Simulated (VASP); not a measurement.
# BaTiO3 (Amm2) in VASP: single point with PBE+U

Aim: the single point of BaTiO3 with PBE+U.

Program: VASP 6.6.1. These are calculated values, not measurements. Logs are shortened: lines on timing, memory, paths and dates and some standing lists are left out, and cuts for length are marked.

### 1 The cell of the first run

The structure is orthorhombic, space group Amm2 (No. 38). The conventional cell has a = 3.958 Å, b = 5.624 Å, c = 5.637 Å, α = 90.00°, β = 90.00°, γ = 90.00°. Within 3.6 Å of Ba (site symmetry mm2) lie 12 O at 2.76 to 2.87 Å and 8 Ti at 3.40 to 3.49 Å. Ti (site symmetry mm2) has 6 O at 1.89 to 2.10 Å within 2.5 Å. O (site symmetry mm2) has 2 Ti at 1.98 Å within 2.6 Å. O (site symmetry m) has 2 Ti at 1.89 to 2.10 Å within 2.5 Å. Within 2.5 Å of O (site symmetry m) lie 2 Ti at 1.89 to 2.10 Å.

### 2 Single point, PBE+U, collinear spin, zero start

INCAR

```
SYSTEM = BaTiO3
ALGO     = Normal         ! electronic algorithm
EDIFF    = 1E-6           ! SCF threshold, eV
ENCUT    = 520            ! plane-wave cutoff, eV
GGA      = PE             ! functional
ISIF     = 2              ! what is computed and relaxed
ISMEAR   = 1              ! smearing method
ISPIN    = 2              ! spin polarisation
LASPH    = .TRUE.         ! aspherical terms in the spheres
LCHARG   = .FALSE.        ! write CHGCAR
LDAU     = .TRUE.         ! DFT+U
LDAUJ    = 0 0 0        
LDAUL    = -1 2 -1        ! shell
LDAUPRINT= 1            
LDAUTYPE = 2            
LDAUU    = 0 2.85 0       ! U, eV
LMAXMIX  = 4              ! l up to which the mixer works
LORBIT   = 11             ! projections on sites
LREAL    = .FALSE.        ! projectors in reciprocal space
LWAVE    = .FALSE.        ! write WAVECAR
MAGMOM   = 0 0 0 0 0 0 0 0 0 0 ! initial moments
NBANDS   = 55             ! bands
NELM     = 150            ! most SCF steps
PREC     = Accurate       ! precision mode
SIGMA    = 0.0576         ! smearing width, eV
```

KPOINTS

```
k-points
0
G
  5 3 5
  0 0 0
```

POSCAR

```
BaTiO3
1.0
   -3.9582673100      0.0000000000      0.0000000000
    0.0000000000     -5.6239141300      5.6368107400
    0.0000000000      2.8119570700      2.8184053700
Ba Ti O
2 2 6
Direct
    0.0000000000      0.0000000000      0.0000000000
    0.0000000000      0.5000000000      0.0000000000
    0.5000000000      0.2550000000      0.5100000000
    0.5000000000      0.7550000000      0.5100000000
    0.0000000000      0.2450000000      0.4900000000
    0.0000000000      0.7450000000      0.4900000000
    0.5000000000      0.4920000000      0.4900000000
    0.5000000000      0.9920000000      0.4900000000
    0.5000000000      0.2450000000      0.9840000000
    0.5000000000      0.7450000000      0.9840000000
```

Potentials or basis: VASP PAW PBE potentials, release 64 (Ba_sv, Ti_sv, O).

On the command line:

```bash
$ cat potpaw_PBE.64/Ba_sv/POTCAR potpaw_PBE.64/Ti_sv/POTCAR potpaw_PBE.64/O/POTCAR > POTCAR
$ mpirun -np 1 vasp_std > vasp.out
```

OUTCAR:

```text
SYSTEM = BaTiO3
   EDIFF = 1E-6
   ENCUT = 520
   GGA = PE
   ISIF = 2
   ISMEAR = 1
   ISPIN = 2
   LASPH = .TRUE.
   LORBIT = 11
   LREAL = .FALSE.
   NELM = 150
   PREC = Accurate

 ion  position               nearest neighbor table
   1  0.000  0.000  0.000-   5 2.76   9 2.78   9 2.78   8 2.78   8 2.78   6 2.81   5 2.81  10 2.84
                            10 2.84   8 2.84   8 2.84   6 2.87   4 3.40   4 3.40   3 3.44   3 3.44
   2  0.000  0.500  0.000-   6 2.76  10 2.78  10 2.78   7 2.78   7 2.78   5 2.81   6 2.81   9 2.84
                             9 2.84   7 2.84   7 2.84   5 2.87   3 3.40   3 3.40   4 3.44   4 3.44
   3  0.500  0.255  0.510-   7 1.89   9 1.89   5 1.98   5 1.98   8 2.10   9 2.10   2 3.40   2 3.40
                             1 3.44   1 3.44   2 3.44   2 3.44   1 3.49   1 3.49
   4  0.500  0.755  0.510-   8 1.89  10 1.89   6 1.98   6 1.98   7 2.10  10 2.10   1 3.40   1 3.40
                             2 3.44   2 3.44   1 3.44   1 3.44   2 3.49   2 3.49
   5  0.000  0.245  0.490-   3 1.98   3 1.98   1 2.76   2 2.81   1 2.81   2 2.87
   6  0.000  0.745  0.490-   4 1.98   4 1.98   2 2.76   1 2.81   2 2.81   1 2.87
   7  0.500  0.492  0.490-   3 1.89   4 2.10   2 2.78   2 2.78   2 2.84   2 2.84
   8  0.500  0.992  0.490-   4 1.89   3 2.10   1 2.78   1 2.78   1 2.84   1 2.84
   9  0.500  0.245  0.984-   3 1.89   3 2.10   1 2.78   1 2.78   2 2.84   2 2.84
  10  0.500  0.745  0.984-   4 1.89   4 2.10   2 2.78   2 2.78   1 2.84   1 2.84

  LATTYP: Found a simple monoclinic cell.
 ALAT       =     3.9812700729
 B/A-ratio  =     0.9942222551
 C/A-ratio  =     1.9999999982
 COS(beta)  =    -0.0022905431

  Lattice vectors:

 A1 = (   0.0000000000,   2.8119570700,   2.8184053700)
 A2 = (   3.9582673100,   0.0000000000,   0.0000000000)
 A3 = (   0.0000000000,   5.6239141300,  -5.6368107400)

Analysis of symmetry for initial positions (statically):
=====================================================================
 Subroutine PRICEL returns following result:

  LATTYP: Found a base centered orthorhombic cell.
 ALAT       =     5.6239141350
 B/A-ratio  =     1.0022931725
 C/A-ratio  =     0.7038278350
[... 12 lines left out ...]
 Subroutine GETGRP returns: Found  2 space group operations
 (whereof  2 operations were pure point group operations)
 out of a pool of  4 trial point group operations.

The static configuration has the point symmetry C_1h.

Analysis of symmetry for dynamics (positions and initial velocities):
=====================================================================
 Subroutine PRICEL returns following result:

  LATTYP: Found a base centered orthorhombic cell.
 ALAT       =     5.6239141350
 B/A-ratio  =     1.0022931725
 C/A-ratio  =     0.7038278350
[... 272 lines left out ...]
 fundamental gap:      2.4194663451
 Fermi energy:         4.0360184825

 spin component 1

 k-point     1 :       0.0000    0.0000    0.0000
  band No.  band energies     occupation
      1     -53.0741      1.00000
      2     -53.0731      1.00000
      3     -29.3415      1.00000
      4     -29.2899      1.00000
      5     -29.2890      1.00000
      6     -29.2872      1.00000
[... 1309 lines left out ...]
     51      11.7691      0.00000
     52      11.8913      0.00000
 Fermi energy:         4.0360184825

 spin component 2

 k-point     1 :       0.0000    0.0000    0.0000
  band No.  band energies     occupation
      1     -53.0741      1.00000
      2     -53.0731      1.00000
      3     -29.3415      1.00000
      4     -29.2899      1.00000
      5     -29.2890      1.00000
      6     -29.2872      1.00000
[... 1309 lines left out ...]
     51      11.7691      0.00000
     52      11.8913      0.00000
 [bands above 52 left out]

------------------------ aborting loop because EDIFF is reached ----------------------------------------

  FORCE on cell =-STRESS in cart. coord.  units (eV):
  Direction    XX          YY          ZZ          XY          YZ          ZX
  --------------------------------------------------------------------------------------
  -------------------------------------------------------------------------------------
  Total        9.0437583      9.5778354      9.2857723      0.0000000      0.0037170      0.0000000
  in kB      115.4734855    122.2927466    118.5635948      0.0000000      0.0474601      0.0000000
  external PRESSURE =     118.7766090 kB  Pullay stress =       0.0000000 kB

 VOLUME and BASIS-vectors are now :
 -----------------------------------------------------------------------------
  energy-cutoff  :      520.00
  volume of cell :      125.48
      direct lattice vectors                 reciprocal lattice vectors
    -3.958267310  0.000000000  0.000000000    -0.252635793  0.000000000  0.000000000
     0.000000000 -5.623914130  5.636810740     0.000000000 -0.088906052  0.088702641
     0.000000000  2.811957070  2.818405370     0.000000000  0.177812103  0.177405282

 POSITION                                       TOTAL-FORCE (eV/Angst)
 -----------------------------------------------------------------------------------
      0.00000      0.00000      0.00000         0.000000     -0.000343     -0.025140
      0.00000     -2.81196      2.81841         0.000000     -0.000343     -0.025140
     -1.97913      0.00000      2.87477         0.000000     -0.001286     -0.519269
     -1.97913     -2.81196      5.69318         0.000000     -0.001286     -0.519269
      0.00000      0.00000      2.76204        -0.000000     -0.000538     -0.023810
      0.00000     -2.81196      5.58044        -0.000000     -0.000538     -0.023810
     -1.97913     -1.38911      4.15433         0.000000     -0.287713      0.285553
     -1.97913     -4.20106      6.97273         0.000000     -0.287713      0.285553
     -1.97913      1.38911      4.15433         0.000000      0.289881      0.282666
     -1.97913     -1.42285      6.97273         0.000000      0.289881      0.282666
 -----------------------------------------------------------------------------------
    total drift:                               -0.000000      0.000012     -0.000243

  FREE ENERGIE OF THE ION-ELECTRON SYSTEM (eV)
  ---------------------------------------------------
  free  energy   TOTEN  =       -75.8659251048 eV

  energy  without entropy=      -75.8666741604  energy(sigma->0) =      -75.86617479

 total charge

# of ion       s       p       d       tot
------------------------------------------
    1        2.010   5.657   0.350   8.018
    2        2.010   5.657   0.350   8.018
    3        2.229   6.300   1.656  10.184
    4        2.229   6.300   1.656  10.184
    5        1.564   3.496   0.000   5.060
    6        1.564   3.496   0.000   5.060
    7        1.566   3.495   0.000   5.061
    8        1.566   3.495   0.000   5.061
    9        1.565   3.495   0.000   5.061
   10        1.565   3.495   0.000   5.061
--------------------------------------------------
tot         17.867  44.886   4.012  66.766

 magnetization (x)

# of ion       s       p       d       tot
------------------------------------------
    1        0.000  -0.000   0.000  -0.000
    2        0.000  -0.000   0.000  -0.000
    3       -0.000   0.000   0.000   0.000
    4       -0.000   0.000   0.000   0.000
    5        0.000  -0.000   0.000   0.000
    6        0.000  -0.000   0.000   0.000
    7       -0.000  -0.000   0.000  -0.000
    8       -0.000  -0.000   0.000  -0.000
    9        0.000  -0.000   0.000  -0.000
   10        0.000  -0.000   0.000  -0.000
--------------------------------------------------
tot         -0.000  -0.000   0.000  -0.000
```

OSZICAR:

```text
N       E                     dE             d eps       ncg     rms          rms(c)
DAV:   1     0.996294428839E+03    0.99629E+03   -0.39312E+04  5280   0.159E+03
DAV:   2     0.471444871989E+02   -0.94915E+03   -0.87701E+03  5659   0.463E+02
DAV:   3    -0.892433854905E+02   -0.13639E+03   -0.13391E+03  6837   0.173E+02
DAV:   4    -0.983997320536E+02   -0.91563E+01   -0.91291E+01  8193   0.406E+01
DAV:   5    -0.987990241941E+02   -0.39929E+00   -0.39902E+00  7090   0.707E+00    0.343E+01
DAV:   6    -0.751665264642E+02    0.23632E+02   -0.10219E+02  7995   0.705E+01    0.129E+01
DAV:   7    -0.759812358882E+02   -0.81471E+00   -0.16806E+01  7249   0.189E+01    0.886E+00
DAV:   8    -0.758691599048E+02    0.11208E+00   -0.20889E+00  7503   0.997E+00    0.300E+00
DAV:   9    -0.758634353595E+02    0.57245E-02   -0.37528E-01  7261   0.427E+00    0.137E+00
DAV:  10    -0.758920952157E+02   -0.28660E-01   -0.18525E-01  7186   0.229E+00    0.150E+00
DAV:  11    -0.758660306672E+02    0.26065E-01   -0.53124E-02  7377   0.228E+00    0.214E-01
DAV:  12    -0.758661043215E+02   -0.73654E-04   -0.46510E-03  6208   0.359E-01    0.134E-01
DAV:  13    -0.758661064010E+02   -0.20796E-05   -0.17785E-03  8152   0.368E-01    0.121E-01
DAV:  14    -0.758659257001E+02    0.18070E-03   -0.40715E-04  7258   0.180E-01    0.235E-02
DAV:  15    -0.758659299627E+02   -0.42626E-05   -0.34573E-05  6874   0.330E-02    0.174E-02
DAV:  16    -0.758659267784E+02    0.31843E-05   -0.70228E-06  6710   0.129E-02    0.100E-02
DAV:  17    -0.758659251806E+02    0.15978E-05   -0.91293E-07  4265   0.945E-03    0.353E-03
DAV:  18    -0.758659251048E+02    0.75744E-07   -0.82477E-07  3926   0.415E-03
   1 F= -.75865925E+02 E0= -.75866175E+02  d E =0.749056E-03  mag=    -0.0000
```

It took 8.5 min on 1 thread of Intel Xeon Platinum 8488C (Sapphire Rapids), shared host; peak memory 0.41 GiB.

Results:

| Item | Value |
| --- | --- |
| Free energy | -75.8659 eV |
| Pressure | 11.9 GPa |
| Largest force | 0.519 eV/Å |
| Band gap on the k mesh | 2.42 eV |
| Net moment | 0.00 μB per cell |
| Valence electrons inside the program's atomic spheres | Ba 8.02; Ti 10.18; O 5.06 |

Forces on the atoms (eV/Å):
```
Ba   0.000  0.000 -0.025
Ba   0.000  0.000 -0.025
Ti   0.000 -0.001 -0.519
Ti   0.000 -0.001 -0.519
O    0.000 -0.001 -0.024
O    0.000 -0.001 -0.024
O    0.000 -0.288  0.286
O    0.000 -0.288  0.286
O    0.000  0.290  0.283
O    0.000  0.290  0.283
```

Eigenvalues of the final occupation matrices:
| site | spin | trace | eigenvalues |
| --- | --- | --- | --- |
| site 3 d | 1 | 0.84 | 0.11 0.11 0.12 0.25 0.25 |
| site 3 d | 2 | 0.84 | 0.11 0.11 0.12 0.25 0.25 |
| site 4 d | 1 | 0.84 | 0.11 0.11 0.12 0.25 0.25 |
| site 4 d | 2 | 0.84 | 0.11 0.11 0.12 0.25 0.25 |

Caveat: the cell stands under pressure; spin-orbit coupling is left out, which moves the levels of the heavy elements; an odd mesh through Γ misses points on the zone boundary, where band edges can lie.
